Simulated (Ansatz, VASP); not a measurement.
Ge in VASP and in Ansatz

The input INCAR:

```
ALGO = Normal ; EDIFF = 1E-6
ENCUT = 520 ; GGA = PE
ISIF = 2 ; ISMEAR = -1
LASPH = True ; LCHARG = True
LELF = True ; LREAL = False
LVHAR = True ; LWAVE = False
NBANDS = 21 ; NELM = 100
PREC = Accurate ; SIGMA = 0.05
```

KPOINTS

```
k-points
0
Gamma
  9 9 9
```

Contents of POSCAR:

```
Ge
1.0
    0.0000000000      2.8744485395      2.8744485395
    2.8744485395      0.0000000000      2.8744485395
    2.8744485395      2.8744485395      0.0000000000
Ge
2
Direct
   -0.2600000000     -0.0800000000     -0.0800000000
    0.2600000000      0.0800000000      0.0800000000
```

Input for Ansatz:

```yaml
crystal:
  lattice:
    - [0.0, 2.8744485395, 2.8744485395]
    - [2.8744485395, 0.0, 2.8744485395]
    - [2.8744485395, 2.8744485395, 0.0]
  atoms:
    - { symbol: Ge, position: [-0.26, -0.08, -0.08] }
    - { symbol: Ge, position: [0.26, 0.08, 0.08] }
kpoints:
  mp_grid: { grid: [9, 9, 9] }
scf:
  occupations: { method: fermi_dirac, width: 0.05 }
hamiltonian:
  xc: pbe
  pseudopotentials: { kind: all_electron, lapw: { basis_error: 0.001 } }
output:
  forces: true
  stress: true
  eigenvalues: true
  populations: true
```

Change from the starting cell: shortest bond scaled by 0.64, LAPW.

Alike in both runs: task single point; functional PBE; k mesh 9 × 9 × 9; occupations fermi-dirac, width 0.05 eV; no spin polarisation.

```csv
,VASP,Ansatz
version,VASP 6.6.1,Ansatz 0.2.0
potentials or method,"VASP PAW PBE potentials, release 64 (Ge_d), cutoff 520 eV","all-electron LAPW, scalar-relativistic"
```

|  | VASP | Ansatz | Ansatz less VASP |
| --- | --- | --- | --- |
| pressure (GPa) | 67.1 | 65.8 | -1.34 |
| traceless stress, the component that is largest in VASP (GPa) | -70.40 | -69.14 | +1.252 |
| rms of the force components (eV/Å) | 23.593 | 23.250 | -0.3425 |

Atom by atom the forces differ by 0.343 eV/Å (rms over components). Both programs put the cell under a high pressure, so it lies far from rest at this level. Ansatz ran all-electron here, and VASP with PAW potentials.

Noted on VASP's run: the cell as given lies far from equilibrium.
